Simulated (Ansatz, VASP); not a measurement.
**SiF: VASP beside Ansatz**

```xyz
8
Lattice="3.9715 -0.0004 0.0071 -1.9861 3.4402 0.0074 0.0233 0.0383 12.4853" Properties=species:S:1:pos:R:3 pbc="T T T"
Si    2.0009    1.1693    5.9013
Si    2.0064    1.1830   12.1433
Si   -0.0039    2.2895    0.3559
Si    0.0140    2.3141    6.5992
F     2.0028    1.1740    4.2734
F     2.0096    1.1880   10.5154
F    -0.0058    2.2850    1.9838
F     0.0111    2.3097    8.2272
```

Change from the starting cell: cell x2, atoms moved at random (sigma 0.1 Å) and cell strained at random (1.5 %), then relaxed without symmetry.

Alike in both runs: functional PBE; k mesh 6 × 6 × 1; occupations gaussian, width 0.1 eV; no spin polarisation.

Ansatz relaxed the structure, and its values are those at the end. VASP's run is a single point on that final structure, the one shown.

|  | VASP | Ansatz |
| --- | --- | --- |
| version | VASP 6.6.1 | Ansatz 0.2.0 |
| potentials or method | VASP PAW PBE potentials, release 64 (Si, F), cutoff 520 eV | scalar-relativistic, plane waves, PAW |
| valence electrons in the cell | 44 | 44 |

|  | VASP | Ansatz | Ansatz less VASP |
| --- | --- | --- | --- |
| gap on the k mesh at the Fermi level (eV) | 0.56 | 0.55 | -0.002 |
| least direct gap on the mesh (eV) | 0.56 | 0.55 | -0.002 |
| pressure (GPa) | 0.2 | 0.0 | -0.22 |
| rms of the force components (eV/Å) | 0.114 | 0.001 | -0.1129 |

With one functional, cell and mesh, what is left measures potentials, basis and numerics.

The k mesh is coarse, so the values compare programs but aren't converged.
